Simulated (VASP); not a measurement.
## BaHfO3 (klda): relaxation of cell and atoms with LDA

The system is BaHfO3 (klda).

```
CELL_PARAMETERS angstrom
4.16984 0.00000 0.00000
0.00000 4.16984 0.00000
0.00000 0.00000 4.16984
ATOMIC_POSITIONS crystal
Ba 0.50000 0.50000 0.50000
Hf 0.00000 0.00000 0.00000
O 0.00000 0.50000 0.00000
O 0.50000 0.00000 0.00000
O 0.00000 0.00000 0.50000
```

| Property | Result |
| --- | --- |
| Program | VASP 6.6.1 |
| Task | relaxation of cell and atoms |
| Functional | LDA |
| Potentials or basis | VASP PAW LDA potentials, release 64 (Ba_sv, Hf_pv, O) |
| Cutoff | 600 eV |
| k mesh | 6 × 6 × 6 |
| Occupations | gaussian, width 0.02 eV |
| Spin | no spin polarisation |
| Dipole correction | no |
| Further INCAR settings | ALGO = Normal; EDIFF = 1e-07; IBRION = 2; EDIFFG = -0.002; NSW = 100; ISIF = 3 |

```json
{"Relaxed volume": "14.00 Å³/atom", "Relaxed cell": "a = 4.121 Å, b = 4.121 Å, c = 4.121 Å, α = 90.00°, β = 90.00°, γ = 90.00°", "Space group after relaxing (to 0.05 Å)": "Pm-3m (No. 221)", "Energy gained by relaxing": "10.0 meV/atom", "Ionic steps": "3", "Pressure after relaxing": "0.0 GPa", "Band gap on the k mesh": "3.48 eV, indirect (least direct gap 3.64 eV)"}
```

The path:
```tsv
step	energy change (eV)	largest force (eV/Å)	pressure (GPa)	volume (Å³)
1	0.0000	0.0000	-6.11	72.50
2	0.0378	0.0000	9.39	66.85
3	-0.0499	0.0000	0.00	70.00
```

Final structure:
```
CELL_PARAMETERS angstrom
4.12122 0.00000 0.00000
0.00000 4.12122 0.00000
0.00000 0.00000 4.12122
ATOMIC_POSITIONS crystal
Ba 0.50000 0.50000 0.50000
Hf 0.00000 0.00000 0.00000
O 0.00000 0.50000 0.00000
O 0.50000 0.00000 0.00000
O 0.00000 0.00000 0.50000
```

Levels at points of the mesh, in eV from the valence-band top:
| k point | band 15 | band 16 | band 17 | band 18 | band 19 | band 20 | band 21 | band 22 | band 23 |
| --- | --- | --- | --- | --- | --- | --- | --- | --- | --- |
| (0.00, 0.00, 0.00) | -1.05 | -1.05 | -0.17 | -0.17 | -0.17 | 3.48 | 3.48 | 3.48 | 4.60 |
| (0.50, 0.00, 0.00) | -1.84 | -1.81 | -1.81 | -0.47 | -0.47 | 4.07 | 6.49 | 6.49 | 6.54 |
| (0.50, 0.50, 0.00) | -2.61 | -0.92 | -0.92 | -0.92 | -0.08 | 6.38 | 6.38 | 6.80 | 6.99 |
| (0.50, 0.50, 0.50) | -2.55 | -2.55 | 0.00 | 0.00 | 0.00 | 6.13 | 6.13 | 6.13 | 8.06 |

Run time: 43 s on 1 thread of Intel(R) Xeon(R) 6975P-C (Granite Rapids), on a shared host, peak memory 0.2 GiB.

Caveat: spin-orbit coupling is left out, which moves the levels of the heavy elements. A hybrid or GW would open this gap; LDA tends to underestimate it.
